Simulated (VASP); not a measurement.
# P (P6_3/mmc) in VASP: further runs

The runs below take P through single point, with PBEsol.

Everything below comes from runs of VASP 6.6.1. Logs are shortened: lines on timing, memory, paths and dates and some standing lists are left out, and cuts for length are marked.

### Step 1. The cell of the first run

Symmetry: P6_3/mmc, No. 194, hexagonal system. Conventional cell: a = 3.099 Å, b = 3.099 Å, c = 3.065 Å, α = 90.00°, β = 90.00°, γ = 120.00°. P (site symmetry -6m2) has 14 P at 2.36 to 3.10 Å within 3.1 Å.

### Step 2. Single point, PBEsol (volume scaled by 0.88)

Input file INCAR:

```
SYSTEM = P
ALGO = Normal
EDIFF = 1E-6
ENCUT = 520
GGA = PS
ISIF = 2
ISMEAR = -1
LASPH = .TRUE.
LCHARG = .FALSE.
LREAL = .FALSE.
LWAVE = .FALSE.
NBANDS = 12
NELM = 100
PREC = Accurate
SIGMA = 0.1
```

Input file KPOINTS:

```
k-points
0
G
  13 13 11
  0 0 0
```

Input file POSCAR:

```
P
1.0
    3.0992679620      0.0000000000      0.0000000000
   -1.5496339810      2.6840447882      0.0000000000
    0.0000000000      0.0000000000      3.0646281191
P
2
Direct
    0.3333333333      0.6666666667      0.2500000000
    0.6666666667      0.3333333333      0.7500000000
```

Potentials or basis: VASP PAW PBE potentials, release 64 (P).

The run is started by

```console
> cat potpaw_PBE.64/P/POTCAR > POTCAR
> mpirun -np 1 vasp_std > vasp.out
```

OUTCAR:

```text
SYSTEM = P
   EDIFF = 1E-6
   ENCUT = 520
   GGA = PS
   ISIF = 2
   ISMEAR = -1
   LASPH = .TRUE.
   LREAL = .FALSE.
   NELM = 100
   PREC = Accurate

 ion  position               nearest neighbor table
   1  0.333  0.667  0.250-   2 2.36   2 2.36   2 2.36   2 2.36   2 2.36   2 2.36
   2  0.667  0.333  0.750-   1 2.36   1 2.36   1 2.36   1 2.36   1 2.36   1 2.36

  LATTYP: Found a hexagonal cell.
 ALAT       =     3.0992679620
 C/A-ratio  =     0.9888232178

  Lattice vectors:

 A1 = (   3.0992679620,   0.0000000000,   0.0000000000)
 A2 = (  -1.5496339810,   2.6840447882,   0.0000000000)
 A3 = (   0.0000000000,   0.0000000000,   3.0646281191)

Analysis of symmetry for initial positions (statically):
=====================================================================
 Subroutine PRICEL returns:
 Original cell was already a primitive cell.

 Routine SETGRP: Setting up the symmetry group for a
 hexagonal supercell.

 Subroutine GETGRP returns: Found 24 space group operations
 (whereof 12 operations were pure point group operations)
 out of a pool of 24 trial point group operations.

The static configuration has the point symmetry D_3d.
 The point group associated with its full space group is D_6h.

Analysis of symmetry for dynamics (positions and initial velocities):
=====================================================================
 Subroutine PRICEL returns:
 Original cell was already a primitive cell.

 Routine SETGRP: Setting up the symmetry group for a
 hexagonal supercell.

 Subroutine GETGRP returns: Found 24 space group operations
 (whereof 12 operations were pure point group operations)
 out of a pool of 24 trial point group operations.

The dynamic configuration has the point symmetry D_3d.
 The point group associated with its full space group is D_6h.

 Subroutine INISYM returns: Found 24 space group operations
 (whereof 12 operations are pure point group operations),
 and found     1 'primitive' translations

----------------------------------------------------------------------------------------

                                     Primitive cell

  volume of cell :      25.4933

  direct lattice vectors                    reciprocal lattice vectors
     3.099267962  0.000000000  0.000000000     0.322656838  0.186286012  0.000000000
    -1.549633981  2.684044788  0.000000000     0.000000000  0.372572024  0.000000000
     0.000000000  0.000000000  3.064628119     0.000000000  0.000000000  0.326303865

  length of vectors
     3.099267962  3.099267962  3.064628119     0.372572024  0.372572024  0.326303865

  position of ions in fractional coordinates (direct lattice)
     0.333333333  0.666666667  0.250000000
     0.666666667  0.333333333  0.750000000

  ion indices of the primitive-cell ions
   primitive index   ion index
                 1           1
                 2           2

----------------------------------------------------------------------------------------

 KPOINTS: k-points

Automatic generation of k-mesh.
 Grid dimensions read from file:
 generate k-points for:   13   13   11

 Generating k-lattice:

  Cartesian coordinates                     Fractional coordinates (reciprocal lattice)
     0.024819757  0.014329693  0.000000000     0.076923077  0.000000000  0.000000000
     0.000000000  0.028659386  0.000000000     0.000000000  0.076923077  0.000000000
     0.000000000  0.000000000  0.029663988     0.000000000  0.000000000  0.090909091

  Length of vectors
     0.028659386  0.028659386  0.029663988

  Shift w.r.t. Gamma in fractional coordinates (k-lattice)
     0.000000000  0.000000000  0.000000000

 Subroutine IBZKPT returns following result:
 ===========================================

 Found    126 irreducible k-points:

 Following reciprocal coordinates:
            Coordinates               Weight
  0.000000  0.000000  0.000000      1.000000
  0.076923  0.000000  0.000000      6.000000
  0.153846  0.000000  0.000000      6.000000
  0.230769  0.000000  0.000000      6.000000
  0.307692  0.000000  0.000000      6.000000
  0.384615  0.000000  0.000000      6.000000
[... 16 lines left out ...]
  0.076923  0.000000  0.090909     12.000000
  0.153846  0.000000  0.090909     12.000000
 [... further k-points ...]
   k-points           NKPTS =    126   k-points in BZ     NKDIM =    126   number of bands    NBANDS=     12
   number of dos      NEDOS =    301   number of ions     NIONS =      2
   total plane-waves  NPLWV =  13824
   dimension x,y,z NGX =    24 NGY =   24 NGZ =   24
   dimension x,y,z NGXF=    48 NGYF=   48 NGZF=   48
   ions per type =               2
   NGX,Y,Z   is equivalent  to a cutoff of  12.87, 12.87, 13.02 a.u.
   NGXF,Y,Z  is equivalent  to a cutoff of  25.75, 25.75, 26.04 a.u.
 SYSTEM =  P
   PREC   = accura    normal or accurate (medium, high low for compatibility)
   ISTART =      0    job   : 0-new  1-cont  2-samecut
   ICHARG =      2    charge: 1-file 2-atom 10-const
   ISPIN  =      1    spin polarized calculation?
   LNONCOLLINEAR =      F non collinear calculations
   LSORBIT =      F    spin-orbit coupling
   LASPH  =      T    aspherical Exc in radial PAW
   ENCUT  =  520.0 eV  38.22 Ry    6.18 a.u.   5.76  5.76  5.70*2*pi/ulx,y,z
   NELM   =    100;   NELMIN=  2; NELMDL= -5     # of ELM steps
   EDIFF  = 0.1E-05   stopping-criterion for ELM
   LREAL  =      F    real-space projection
   EDIFFG = 0.1E-04   stopping-criterion for IOM
   NSW    =      0    number of steps for IOM
   IBRION =     -1    ionic relax: 0-MD 1-quasi-New 2-CG
   NFREE  =      0    steps in history (QN), initial steepest desc. (CG)
   ISIF   =      2    stress and relaxation
   ISYM   =      2    0-nonsym 1-usesym 2-fastsym
   POTIM  = 0.5000    time-step for ionic-motion
   TEBEG  =    0.0;   TEEND  =   0.0 temperature during run
   PSTRESS=    0.0 pullay stress
   NELECT =      10.0000    total number of electrons
   NUPDOWN=      -1.0000    fix difference up-down
   EMIN   =  10.00;   EMAX   =-10.00  energy-range for DOS
   EFERMI =   0.00;   METHOD = LEGACY
   ISMEAR =    -1;   SIGMA  =   0.10  broadening in eV -4-tet -1-fermi 0-gaus
   EFERMI_NEDOS =   21; number of points for ismear=-14 and -15
   IALGO  =     38    algorithm
   IMIX   =      4    mixing-type and parameters
     AMIX     =   0.40;   BMIX     =  1.00
     AMIX_MAG =   1.60;   BMIX_MAG =  1.00
  volume/ion in A,a.u.               =      12.75        86.02
  Fermi-wavevector in a.u.,A,eV,Ry     =   1.198393  2.264634 19.539951  1.436146
  Thomas-Fermi vector in A             =   2.334283
   LORBIT       =      0    0 simple, 1 ext, 2 COOP (PROOUT), +10 PAW based schemes
   GGA     = PS    functional components
   LHFCALC =     F    Hartree Fock is set to
   AEXX    =    0.0000 exact exchange contribution
   IVDW    =     0    specifies the selected vdW correction
   LEPSILON=     F    determine dielectric tensor
   LRPA    =     F    only Hartree local field effects (RPA)
 non-spin polarized calculation
  energy-cutoff  :      520.00
  volume of cell :       25.49
 maximum number of plane-waves:       696
 NGX is ok and might be reduce to    24
   NGX = 11   NGY = 11   NGZ = 11

 number of electron      10.0000000 magnetization

 number of electron       9.9999999 magnetization

 Free energy of the ion-electron system (eV)
  ---------------------------------------------------
  ext. energy  EPLUGINS =         0.00000000
  ---------------------------------------------------
  free energy    TOTEN  =       -10.78442356 eV

  energy without entropy =      -10.76232018  energy(sigma->0) =      -10.77337187

 E-fermi :  11.7436     XC(G=0): -11.9879

 val. band max:       11.7388137467   @ k =   0.3077   0.0000   0.4545
 cond. band min:      11.7743883225   @ k =   0.4615   0.0000   0.2727
 fundamental gap:      0.0355745758
 Fermi energy:        11.7435581597

 k-point     1 :       0.0000    0.0000    0.0000
  band No.  band energies     occupation
      1      -6.4217      2.00000
      2       6.9747      2.00000
      3       9.3493      2.00000
      4       9.8222      2.00000
      5       9.8222      2.00000
      6      13.9574      0.00000
      7      13.9574      0.00000
      8      14.0296      0.00000
      9      20.4790      0.00000
     10      21.6535      0.00000
     11      23.6846      0.00000
     12      23.6846      0.00000

 k-point     2 :       0.0769    0.0000    0.0000
  band No.  band energies     occupation
      1      -6.3104      2.00000
      2       7.0736      2.00000
      3       8.4145      2.00000
      4       9.5126      2.00000
      5       9.8979      2.00000
      6      13.6380      0.00000
      7      14.4381      0.00000
      8      14.9698      0.00000
      9      20.5579      0.00000
     10      20.9804      0.00000
     11      23.4417      0.00000
     12      24.5764      0.00000

 k-point     3 :       0.1538    0.0000    0.0000
  band No.  band energies     occupation
      1      -5.9777      2.00000
      2       6.5778      2.00000
      3       7.3686      2.00000
      4       8.8647      2.00000
      5      10.1528      2.00000
      6      12.9565      0.00001
      7      15.5777      0.00000
      8      16.8142      0.00000
      9      18.8170      0.00000
     10      21.3680      0.00000
     11      22.8837      0.00000
     12      24.2165      0.00000
[... 286 lines left out ...]
 k-point    23 :       0.0769    0.0000    0.0909
  band No.  band energies     occupation
      1      -6.1852      2.00000
      2       5.5995      2.00000
      3       8.7327      2.00000
      4       9.6236      2.00000
      5      11.2114      1.99028
      6      13.7733      0.00000
      7      14.5120      0.00000
      8      15.1847      0.00000
      9      19.6572      0.00000
     10      21.3495      0.00000
     11      21.7032      0.00000
     12      23.0456      0.00000

 k-point    24 :       0.1538    0.0000    0.0909
  band No.  band energies     occupation
      1      -5.8527      2.00000
      2       5.8080      2.00000
      3       6.8988      2.00000
      4       8.9774      2.00000
      5      11.5160      1.81359
      6      13.1816      0.00000
      7      15.6072      0.00000
      8      16.8857      0.00000
      9      17.9368      0.00000
     10      21.2392      0.00000
     11      21.9300      0.00000
     12      24.0251      0.00000

 [... further k-points ...]
[... 5 lines left out ...]
  --------------------------------------------------------------------------------------
  -------------------------------------------------------------------------------------
  Total        2.6399112      2.6399112      3.2309494      0.0000000      0.0000000      0.0000000
  in kB      165.9102558    165.9102558    203.0551766      0.0000000      0.0000000      0.0000000
  external PRESSURE =     178.2918960 kB  Pullay stress =       0.0000000 kB

 VOLUME and BASIS-vectors are now :
 -----------------------------------------------------------------------------
  energy-cutoff  :      520.00
  volume of cell :       25.49
      direct lattice vectors                 reciprocal lattice vectors
     3.099267962  0.000000000  0.000000000     0.322656838  0.186286012  0.000000000
    -1.549633981  2.684044788  0.000000000     0.000000000  0.372572024  0.000000000
     0.000000000  0.000000000  3.064628119     0.000000000  0.000000000  0.326303865

 POSITION                                       TOTAL-FORCE (eV/Angst)
 -----------------------------------------------------------------------------------
     -0.00000      1.78936      0.76616        -0.000000      0.000000      0.000000
      1.54963      0.89468      2.29847         0.000000     -0.000000      0.000000
 -----------------------------------------------------------------------------------
    total drift:                               -0.000000      0.000000      0.000000

  FREE ENERGIE OF THE ION-ELECTRON SYSTEM (eV)
  ---------------------------------------------------
  free  energy   TOTEN  =       -10.7844235559 eV

  energy  without entropy=      -10.7623201789  energy(sigma->0) =      -10.77337187
```

It took 11 s on 1 thread of Intel Xeon Platinum 8488C (Sapphire Rapids), shared host; peak memory 0.15 GiB.

What came out:

- Free energy: -10.7844 eV
- Pressure: 17.8 GPa
- Band gap on the k mesh: zero (band 5 reaches 14.30 eV, above the bottom of band 6 at 7.43 eV)

Caveat: the PAW data sets were made with another functional, which shifts forces and pressure a little.

(Part 1 of 2 ends here.)
